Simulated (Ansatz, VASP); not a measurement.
One calculation of Pt, two programs

```
Pt
1.0
     0.00000    1.98472    1.90533
     1.98472    0.00000    1.90533
     1.98472    1.98472    0.00000
Pt
1
Direct
  0.00000 0.00000 0.00000
```

Alike in both runs: task single point; functional PBE; k mesh 24 × 24 × 24; occupations gaussian, width 0.15 eV; no spin polarisation.

```csv
,VASP,Ansatz
version,VASP 6.6.1,Ansatz 0.2.0
potentials or method,"VASP PAW PBE potentials, release 64 (Pt), cutoff 520 eV","scalar-relativistic, plane waves, PAW"
valence electrons in the cell,10,18
```

```tsv
	VASP	Ansatz	Ansatz less VASP
gap on the k mesh at the Fermi level (eV)	none	none	-
pressure (GPa)	11.1	11.7	+0.57
traceless stress, the component that is largest in VASP (GPa)	2.43	2.45	+0.015
```

A gap of «none» marks a metal or a gap that the smearing closes. With one functional, cell and mesh, what is left measures potentials, basis and numerics. VASP's potentials hold 10 valence electrons a cell and Ansatz's 18, so a difference there can come from the potentials and not from the codes.

Neither program's run includes spin-orbit coupling.
